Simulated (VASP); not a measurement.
NbGaSe3:

```
Nb Ga Se
1.0
     4.65332    0.00000    0.00000
     0.00000    4.65332    0.00000
     0.00000    0.00000    4.65332
Nb Ga Se
1 1 3
Direct
  0.50000 0.50000 0.50000
  0.00000 0.00000 0.00000
  0.50000 0.50000 0.00000
  0.00000 0.50000 0.50000
  0.50000 0.00000 0.50000
```

The cell was generated, and may not be a known phase.

```yaml
Program: VASP 6.6.1
Task: relaxation of cell and atoms
Functional: PBE
Potentials_or_basis: VASP PAW PBE potentials, release 64 (Nb_sv, Ga_d, Se)
Cutoff: 600 eV
k_mesh: 4 × 4 × 4
Occupations: gaussian, width 0.1 eV
Spin: no spin polarisation
```

At the start: pressure 30.1 GPa; volume 20.15 Å³/atom.

Where does the relaxation end?

Over 4 steps the energy falls by 441.8 meV/atom and the volume is 26.08 Å³/atom (+29.4 %); space group Pm-3m (No. 221, to 0.1 Å) before and after.

The path:
```csv
step,energy change (eV),largest force (eV/Å),pressure (GPa),volume (Å³)
1,0.0000,0.0000,30.11,100.76
2,-0.8681,0.0000,-9.25,166.69
3,-2.2079,0.0000,-0.34,131.08
4,-2.2088,0.0000,-0.04,130.42
```

Final structure:
```
CELL_PARAMETERS angstrom
5.07130 0.00000 0.00000
0.00000 5.07130 0.00000
0.00000 0.00000 5.07130
ATOMIC_POSITIONS crystal
Nb 0.50000 0.50000 0.50000
Ga 0.00000 0.00000 0.00000
Se 0.50000 0.50000 0.00000
Se 0.00000 0.50000 0.50000
Se 0.50000 0.00000 0.50000
```

Caveat: the volume moved by over 15 % at a fixed basis, so the end points are rough.
